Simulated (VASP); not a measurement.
# Rb (I4/mmm) in VASP: a series of runs, part 2 of 2

VASP 6.6.1. Earlier steps stand in the parts before.

## Step 7: Single point, LDA (90.73 Å³/atom)

This run uses another cell than the first one, of 90.73 Å³/atom.

INCAR

```
SYSTEM = Rb
ALGO = Fast
EDIFF = 1E-6
ENCUT = 520
GGA = CA
ISIF = 2
ISMEAR = 0
LASPH = .True.
LCHARG = .False.
LREAL = .False.
LWAVE = .False.
NBANDS = 10
NELM = 80
PREC = Accurate
SIGMA = 0.15
```

KPOINTS

```
k-points
0
Gamma
  14 14 14
  0 0 0
```

POSCAR

```
Rb
1.0
   -2.6268590838      2.6268590838      3.2869887716
    2.6268590838     -2.6268590838      3.2869887716
    2.6268590838      2.6268590838     -3.2869887716
Rb
1
Direct
    0.0000000000      0.0000000000      0.0000000000
```

Potentials or basis: VASP PAW LDA potentials, release 64 (Rb_sv).

The run is started by

```console
$ cat potpaw_LDA.64/Rb_sv/POTCAR > POTCAR
$ mpirun -np 1 vasp_std > vasp.out
```

OUTCAR:

```text
SYSTEM = Rb
   EDIFF = 1E-6
   ENCUT = 520
   GGA = CA
   ISIF = 2
   ISMEAR = 0
   LASPH = .True.
   LREAL = .False.
   NELM = 80
   PREC = Accurate

 ion  position               nearest neighbor table
   1  0.000  0.000  0.000-

  LATTYP: Found a body centered tetragonal cell.
 ALAT       =     5.2537181676
 C/A-ratio  =     1.2513000000

  Lattice vectors:

 A1 = (  -2.6268590838,   2.6268590838,   3.2869887716)
 A2 = (   2.6268590838,  -2.6268590838,   3.2869887716)
 A3 = (   2.6268590838,   2.6268590838,  -3.2869887716)

Analysis of symmetry for initial positions (statically):
=====================================================================
 Subroutine PRICEL returns:
 Original cell was already a primitive cell.

 Routine SETGRP: Setting up the symmetry group for a
 body centered tetragonal supercell.

 Subroutine GETGRP returns: Found 16 space group operations
 (whereof 16 operations were pure point group operations)
 out of a pool of 16 trial point group operations.

The static configuration has the point symmetry D_4h.

Analysis of symmetry for dynamics (positions and initial velocities):
=====================================================================
 Subroutine PRICEL returns:
 Original cell was already a primitive cell.

 Routine SETGRP: Setting up the symmetry group for a
 body centered tetragonal supercell.

 Subroutine GETGRP returns: Found 16 space group operations
 (whereof 16 operations were pure point group operations)
 out of a pool of 16 trial point group operations.

The dynamic configuration has the point symmetry D_4h.

 Subroutine INISYM returns: Found 16 space group operations
 (whereof 16 operations are pure point group operations),
 and found     1 'primitive' translations

----------------------------------------------------------------------------------------

                                     Primitive cell

[... 112 lines left out ...]
   LORBIT       =      0    0 simple, 1 ext, 2 COOP (PROOUT), +10 PAW based schemes
   GGA     = CA    functional components
   LHFCALC =     F    Hartree Fock is set to
   AEXX    =    0.0000 exact exchange contribution
   IVDW    =     0    specifies the selected vdW correction
   LEPSILON=     F    determine dielectric tensor
   LRPA    =     F    only Hartree local field effects (RPA)
 non-spin polarized calculation
 RMM-DIIS sequential band-by-band and
 Gauss-broadening in eV      SIGMA  =   0.15
  energy-cutoff  :      520.00
  volume of cell :       90.73
 maximum number of plane-waves:      2459
 NGX is ok and might be reduce to    40
   NGX = 19   NGY = 19   NGZ = 19

 number of electron       9.0000000 magnetization

 Free energy of the ion-electron system (eV)
  ---------------------------------------------------
  ext. energy  EPLUGINS =         0.00000000
  ---------------------------------------------------
  free energy    TOTEN  =        -1.04664668 eV

  energy without entropy =       -1.03645251  energy(sigma->0) =       -1.04154959

 E-fermi :  -0.2040     XC(G=0):  -5.6841

 val. band max:       -0.2179066479   @ k =  -0.3571  -0.3571   0.3571
 cond. band min:      -0.1923208089   @ k =  -0.2857   0.2857   0.2857
 fundamental gap:      0.0255858390
 Fermi energy:        -0.2039744711

 k-point     1 :       0.0000    0.0000    0.0000
  band No.  band energies     occupation
      1     -28.9936      2.00000
      2     -13.0947      2.00000
      3     -13.0947      2.00000
      4     -13.0937      2.00000
      5      -2.1885      2.00000
      6       3.2224      0.00000
      7       3.2224      0.00000
      8       3.6321      0.00000
      9       4.1682      0.00000
     10       4.8517      0.00000
[... 287 lines left out ...]
 k-point    24 :       0.2857    0.1429   -0.0000
  band No.  band energies     occupation
      1     -28.9901      2.00000
      2     -13.1704      2.00000
      3     -13.1215      2.00000
      4     -13.1007      2.00000
      5      -0.7998      2.00000
      6       1.5227      0.00000
      7       2.5060      0.00000
      8       3.6334      0.00000
      9       4.3874      0.00000
     10       5.0788      0.00000

 [... further k-points ...]

------------------------ aborting loop because EDIFF is reached ----------------------------------------

  FORCE on cell =-STRESS in cart. coord.  units (eV):
  Direction    XX          YY          ZZ          XY          YZ          ZX
  --------------------------------------------------------------------------------------
  -------------------------------------------------------------------------------------
  Total       -0.2393236     -0.2393236     -0.2193560      0.0000000      0.0000000      0.0000000
  in kB       -4.2263387     -4.2263387     -3.8737210      0.0000000      0.0000000      0.0000000
  external PRESSURE =      -4.1087995 kB  Pullay stress =       0.0000000 kB

 VOLUME and BASIS-vectors are now :
 -----------------------------------------------------------------------------
  energy-cutoff  :      520.00
  volume of cell :       90.73
      direct lattice vectors                 reciprocal lattice vectors
    -2.626859084  2.626859084  3.286988772     0.000000000  0.190341386  0.152114910
     2.626859084 -2.626859084  3.286988772     0.190341386  0.000000000  0.152114910
     2.626859084  2.626859084 -3.286988772     0.190341386  0.190341386  0.000000000

 POSITION                                       TOTAL-FORCE (eV/Angst)
 -----------------------------------------------------------------------------------
      0.00000      0.00000      0.00000        -0.000000      0.000000      0.000000
 -----------------------------------------------------------------------------------
    total drift:                               -0.000000     -0.000000     -0.000000

  FREE ENERGIE OF THE ION-ELECTRON SYSTEM (eV)
  ---------------------------------------------------
  free  energy   TOTEN  =        -1.0466466812 eV

  energy  without entropy=       -1.0364525067  energy(sigma->0) =       -1.04154959
```

stdout:

```text
POSCAR found type information on POSCAR Rb
 POSCAR found :  1 types and       1 ions
 scaLAPACK will be used
 LDA part: xc-table for (Slater(with rela. corr.)+CA(PZ))
 , standard interpolation
 POSCAR, INCAR and KPOINTS ok, starting setup
 FFT: planning ... GRIDC
 FFT: planning ... GRID_SOFT
 FFT: planning ... GRID
 WAVECAR not read
 entering main loop
WARNING in EDDRMM: call to ZHEGV failed, returncode =   6  3      7
WARNING in EDDRMM: call to ZHEGV failed, returncode =   8  4      8
```

Run time: 6.3 min. Hardware: 1 thread of Oxide Virtual Turin-like, shared host; peak memory 0.31 GiB.

What came out:

```yaml
Free_energy: -1.0466 eV
Pressure: -0.4 GPa
Band_gap_on_the_k_mesh: zero (an odd number of electrons rules out a gap without spin polarisation)
```

Levels at points of the mesh, in eV from the Fermi level:
| k point | band 1 | band 2 | band 3 | band 4 | band 5 | band 6 | band 7 | band 8 |
| --- | --- | --- | --- | --- | --- | --- | --- | --- |
| (0.00, 0.00, 0.00) | -28.79 | -12.89 | -12.89 | -12.89 | -1.98 | 3.43 | 3.43 | 3.84 |
| (0.50, 0.00, 0.00) | -28.79 | -12.99 | -12.91 | -12.90 | 0.11 | 0.74 | 3.00 | 3.66 |
| (0.50, 0.50, 0.00) | -28.78 | -12.98 | -12.93 | -12.91 | 0.49 | 1.21 | 1.95 | 4.62 |
| (0.50, 0.50, 0.50) | -28.78 | -12.98 | -12.94 | -12.94 | 0.90 | 1.60 | 1.99 | 4.03 |

## Step 8: The runs side by side

```tsv
cell	further INCAR settings	gap on the mesh (eV)	pressure (GPa)
a = 4.981 Å, angles 123.4, 123.4, 84.2°, 1 atom	ALGO = Fast; EDIFF = 1e-06; NBANDS = 10	none	-0.2
a = 4.848 Å, angles 118.4, 118.4, 92.7°, 1 atom	ALGO = Fast; EDIFF = 1e-07; NBANDS = 10	none	-0.2
a = 4.771 Å, angles 105.7, 105.7, 117.3°, 1 atom	ALGO = Fast; EDIFF = 1e-06; NBANDS = 10	none	-0.2
a = 4.772 Å, angles 113.7, 113.7, 101.2°, 1 atom	ALGO = Fast; EDIFF = 1e-06; NBANDS = 10	none	-0.2
a = 4.909 Å, angles 111.6, 111.6, 105.4°, 1 atom	ALGO = Fast; EDIFF = 1e-06; NBANDS = 10	none	-0.4
a = 4.960 Å, angles 116.0, 116.0, 97.0°, 1 atom	ALGO = Fast; EDIFF = 1e-06; NBANDS = 10	none	-0.4
```

Alike in all rows: task single point; level LDA; potentials or basis VASP PAW LDA potentials, release 64 (Rb_sv); no spin polarisation; k mesh 14 × 14 × 14; cutoff (eV) 520; smearing gaussian 0.15 eV.

Absolute energies hang on the potentials; compare differences alone.

The gap in the log of VASP goes by the Fermi energy; the results here count the filled bands.